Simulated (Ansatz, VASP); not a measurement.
## Two plane-wave programs on AlN

```
Al N
1.0
     3.15040    0.00000    0.00000
    -1.57520    2.72833    0.00000
     0.00000    0.00000    5.14130
Al N
2 2
Direct
  0.33333 0.66667 0.00152
  0.66667 0.33333 0.50152
  0.33333 0.66667 0.38348
  0.66667 0.33333 0.88348
```

Alike in both runs: task relaxation of the atoms; functional LDA; k mesh 9 × 9 × 6; occupations gaussian, width 0.05 eV; no spin polarisation.

|  | VASP | Ansatz |
| --- | --- | --- |
| version | VASP 6.6.1 | Ansatz 0.2.0 |
| potentials or method | VASP PAW LDA potentials, release 64 (Al, N), cutoff 520 eV | scalar-relativistic, plane waves, PAW |
| valence electrons in the cell | 16 | 16 |

```csv
,VASP,Ansatz,Ansatz less VASP
"gap on the k mesh at the Fermi level, each at its own relaxed structure (eV)",3.82,3.82,-0.003
```

Ansatz warns that its potentials were made for another functional, while VASP's fit it. LDA's correlation is that of Perdew and Zunger in VASP and of Perdew and Wang (1992) in Ansatz. Ansatz's warnings: stress scf threshold loose.
